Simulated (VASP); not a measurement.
Here is a VASP 6.6.1 calculation.

Contents of INCAR:

```
SYSTEM = VN2
ALGO     = Normal         ! electronic algorithm
EDIFF    = 1E-6           ! SCF threshold, eV
ENCUT    = 520            ! plane-wave cutoff, eV
GGA      = PE             ! functional
ISIF     = 2              ! what is computed and relaxed
ISMEAR   = 0              ! smearing method
LASPH    = .TRUE.         ! aspherical terms in the spheres
LCHARG   = .TRUE.         ! write CHGCAR
LELF     = .TRUE.         ! ELF
LREAL    = .FALSE.        ! projectors in reciprocal space
LVHAR    = .TRUE.       
LWAVE    = .FALSE.        ! write WAVECAR
NBANDS   = 32             ! bands
NELM     = 80             ! most SCF steps
PREC     = Accurate       ! precision mode
SIGMA    = 0.15           ! smearing width, eV
```

Contents of KPOINTS:

```
k-points
0
G
  16 16 16
  0 0 0
```

The input POSCAR:

```
VN2
1.0
   -2.0456815399      2.0456815399      2.4221350486
    2.0456815399     -2.0456815399      2.4221350486
    2.0456815399      2.0456815399     -2.4221350486
V N
2 4
Direct
    0.2500000000      0.2500000000      0.0000000000
    0.7500000000      0.7500000000      0.0000000000
    0.1135731475      0.6135731475      0.7271462950
    0.6135731475      0.8864268525      0.5000000000
    0.8864268525      0.3864268525      0.2728537050
    0.3864268525      0.1135731475      0.5000000000
```

Potentials or basis: VASP PAW PBE potentials, release 64 (V_sv, N).

Run with:

```console
$ cat potpaw_PBE.64/V_sv/POTCAR potpaw_PBE.64/N/POTCAR > POTCAR
$ mpirun -np 1 vasp_std > vasp.out
```

(1) Predict the pressure.

(2) Predict the largest force.

(3) Estimate the band gap on the k mesh.

Answers

(1) 58.0 GPa.

(2) 1.422 eV/Å.

(3) zero (band 23 reaches 13.97 eV, above the bottom of band 24 at 13.52 eV).

Caveat: the cell differs from its parent crystal (strain -0.050 along x and y, -0.025 along z); the run has no spin polarisation, though such a crystal can be magnetic; forces of over 1 eV/Å act on the atoms, so gaps and moduli don't describe the material at rest.
